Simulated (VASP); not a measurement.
**Cr: relaxation of cell and atoms with r2SCAN**

Crystal: Cr.

```
Cr
1.0
     2.58400    0.00000    0.00000
    -1.29200    2.23781    0.00000
     0.00000    0.00000    8.17912
Cr
4
Direct
  0.33333 0.66667 0.37783
  0.66667 0.33333 0.87783
  0.66667 0.33333 0.62217
  0.33333 0.66667 0.12217
```

This isn't the form of Cr at room conditions, which is bcc.

```yaml
Program: VASP 6.6.1
Task: relaxation of cell and atoms
Functional: r2SCAN
Potentials_or_basis: VASP PAW PBE potentials, release 64 (Cr_pv)
Cutoff: 600 eV
k_mesh: 9 × 9 × 2
Occupations: gaussian, width 0.1 eV
Spin: no spin polarisation
Dipole_correction: no
Further_INCAR_settings: ALGO = Normal; EDIFF = 1e-07; IBRION = 2; EDIFFG = -0.04; NSW = 90; ISIF = 3
```

The relaxed volume is 11.88 Å³/atom and the relaxed cell is a = 2.581 Å, b = 2.581 Å, c = 8.239 Å, α = 90.00°, β = 90.00°, γ = 120.00°. The space group after relaxing (to 0.1 Å) is P6_3/mmc (No. 194) and the energy gained by relaxing is 1.0 meV/atom. The ionic steps are 4 and the pressure after relaxing is 0.1 GPa. The largest force after relaxing is 0.021 eV/Å.

Forces on the atoms (eV/Å):
```
Cr   0.000  0.000 -0.021
Cr   0.000  0.000 -0.021
Cr   0.000  0.000  0.021
Cr   0.000  0.000  0.021
```

Stress tensor (GPa, compression positive):
```
0.04 0.00 0.00
0.00 0.04 0.00
0.00 0.00 0.20
```

Step by step:
| step | energy change (eV) | largest force (eV/Å) | pressure (GPa) | volume (Å³) |
| --- | --- | --- | --- | --- |
| 1 | 0.0000 | 0.1082 | 1.44 | 47.30 |
| 2 | -0.0004 | 0.0246 | -2.30 | 48.03 |
| 3 | -0.0032 | 0.0352 | -0.51 | 47.67 |
| 4 | -0.0039 | 0.0208 | 0.10 | 47.53 |

Final structure:
```
Cr
1.0
     2.58094    0.00000    0.00000
    -1.29047    2.23516    0.00000
     0.00000    0.00000    8.23871
Cr
4
Direct
  0.33333 0.66667 0.37843
  0.66667 0.33333 0.87843
  0.66667 0.33333 0.62157
  0.33333 0.66667 0.12157
```

Levels at points of the mesh, in eV from the Fermi level:
| k point | band 21 | band 22 | band 23 | band 24 | band 25 | band 26 | band 27 | band 28 |
| --- | --- | --- | --- | --- | --- | --- | --- | --- |
| (0.00, 0.00, 0.00) | -0.76 | -0.76 | -0.22 | -0.22 | -0.04 | -0.04 | 0.33 | 0.46 |
| (0.00, 0.00, 0.50) | -0.65 | -0.65 | -0.34 | -0.34 | -0.34 | -0.34 | 0.19 | 0.19 |

Run time: 6.2 min on 1 thread of Intel(R) Xeon(R) 6975P-C (Granite Rapids), with other jobs on the host, peak memory 0.22 GiB.

Caveat: the k points lie up to 0.38 Å⁻¹ apart in the final cell; the highest band is partly filled, so the run has too few bands; the PAW data sets were made with another functional, which shifts forces and pressure a little; the run has no spin polarisation, though such a crystal can be magnetic. Spin polarisation is off, so any magnetic state and its effect on volume and gap are missing.
